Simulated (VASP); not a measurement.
Zn:

```
Zn
1.0
    -1.56904    1.56904    1.56904
     1.56904   -1.56904    1.56904
     1.56904    1.56904   -1.56904
Zn
1
Direct
  0.00000 0.00000 0.00000
```

This isn't the form of Zn at room conditions, which is hcp.

Program: VASP 6.6.1. Alike in all runs: task single point; potentials or basis VASP PAW PBE potentials, release 64 (Zn); no spin polarisation; cell as given.

Q: Order these runs on this cell by their pressure, lowest first.
A. level PBE+D4; k mesh 12 × 12 × 12; cutoff (eV) 500; smearing fermi-dirac 0.01 eV
B. level RPBE+D4; k mesh 12 × 12 × 12; cutoff (eV) 520; smearing tetrahedron
C. level HSE06; k mesh 6 × 6 × 6; cutoff (eV) 520; smearing fermi-dirac 0.05 eV; grid for exact exchange (PRECFOCK) Normal; share of exact exchange 0.25; screening parameter 0.2079 1/Å
D. level r2SCAN+D3(BJ); k mesh 12 × 12 × 12; cutoff (eV) 550; smearing methfessel-paxton 0.1 eV

A: D (-6.8 GPa), B (-4.5 GPa), A (-3.0 GPa), C (0.2 GPa).

Caveats: some runs use coarse meshes; the PAW data sets were made with another functional, which shifts forces and pressure a little (at least some runs); the cell stands under tension (at least some runs); tetrahedron occupations give inexact forces and stress in metals (at least some runs).
